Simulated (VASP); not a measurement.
ZnO:

```
Zn O
1.0
     3.24931    0.00000    0.00000
    -1.62465    2.81398    0.00000
     0.00000    0.00000    5.20571
Zn O
2 2
Direct
  0.33333 0.66667 0.50000
  0.66667 0.33333 0.00000
  0.66667 0.33333 0.37901
  0.33333 0.66667 0.87901
```

Base run:

* Program: VASP 6.6.1
* Functional: BLYP
* Potentials or basis: VASP PAW PBE potentials, release 64 (Zn, O_h)
* Cutoff: 1340 eV
* k mesh: 6 × 6 × 4
* Occupations: gaussian, width 0.01 eV
* Spin: no spin polarisation

Its results: band gap on the k mesh 0.96 eV; pressure 10.2 GPa; largest force 0.074 eV/Å.

Task: The run is repeated on the same cell with these changes: functional from BLYP to RPBE. What comes out?

Result: Band gap on the k mesh 0.88 eV; pressure 10.5 GPa; largest force 0.080 eV/Å.

Caveats: the cell stands under pressure; the PAW data sets were made with another functional, which shifts forces and pressure a little.

